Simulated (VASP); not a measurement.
Write the native input for VASP 6.6.1 that does the following.

- Task: electric field gradients
- Functional: PBE
- Potentials or basis: VASP PAW PBE potentials, release 64 (Li_sv, H)
- Cutoff: 520 eV
- k mesh: 8 × 8 × 8
- Occupations: fermi-dirac, width 0.03 eV
- Spin: no spin polarisation
- Dipole correction: no
- Further INCAR settings: ALGO = Normal; EDIFF = 1e-08; NBANDS = 9

The structure of LiH lies in POSCAR:

```
LiH
1.0
    0.0000000000      2.0325000000      2.0325000000
    2.0325000000      0.0000000000      2.0325000000
    2.0325000000      2.0325000000      0.0000000000
Li H
1 1
Direct
    0.0000000000      0.0000000000      0.0000000000
    0.5000000000      0.5000000000      0.5000000000
```

The input as run:

INCAR

```
PREC     = Accurate       # precision mode
ENCUT    = 520            # plane-wave cutoff, eV
EDIFF    = 1E-8           # SCF threshold, eV
ISMEAR   = -1             # smearing method
SIGMA    = 0.03           # smearing width, eV
LREAL    = F              # projectors in reciprocal space
LASPH    = T              # aspherical terms in the spheres
NELM     = 80             # most SCF steps
ALGO     = Normal         # electronic algorithm
ISIF     = 2              # what is computed and relaxed
LWAVE    = F              # write WAVECAR
LCHARG   = F              # write CHGCAR
GGA      = PE             # functional
LEFG     = T            
NBANDS   = 9              # bands
```

KPOINTS

```
Automatic mesh
0
Gamma
  8 8 8
```

Potentials or basis: VASP PAW PBE potentials, release 64 (Li_sv, H).

Run with:

```console
$ cat potpaw_PBE.64/Li_sv/POTCAR potpaw_PBE.64/H/POTCAR > POTCAR
$ mpirun -np 1 vasp_std > vasp.out
```

It gave:

- Band gap on the k mesh: 3.01 eV
- Largest electric field gradient by atom: zero within the noise of the run

It took 10 s on 1 thread of Intel Xeon 8259CL, on a shared host, peak memory 0.12 GiB.
